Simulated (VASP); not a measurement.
Runs of VASP 6.6.1 on Pd. The structure is cubic, space group Fm-3m (No. 225). The conventional cell has a = 3.893 Å, b = 3.893 Å, c = 3.893 Å, α = 90.00°, β = 90.00°, γ = 90.00°. Within 3.6 Å of Pd (site symmetry m-3m) lie 12 Pd at 2.75 Å. 

```csv
spin,fixed moment (μB),gap on the mesh (eV),pressure (GPa),moment (μB)
collinear,0.8,-,(a),0.80
"collinear, zero start",0.0,-,7.0,0.00
collinear,0.15,-,7.1,0.15
off,-,none,7.0,-
collinear,0.3,-,7.2,0.30
collinear,-,none,7.0,0.00
collinear,0.05,-,7.0,0.05
```

Alike in all rows: task single point; level PBE; potentials or basis VASP PAW PBE potentials, release 64 (Pd); cell as given; k mesh 17 × 17 × 17; cutoff (eV) 520; smearing fermi-dirac 0.08 eV.

Task: Fill in the values left out.

Result: (a) 9.1.

Caveats: the cell stands under pressure; the total moment is fixed, so each spin has its own Fermi level (at least some runs).

A k mesh can miss the band edges, and the runs leave out spin-orbit coupling on Pd.

A gap of «none» marks levels without a gap at the run's occupations.
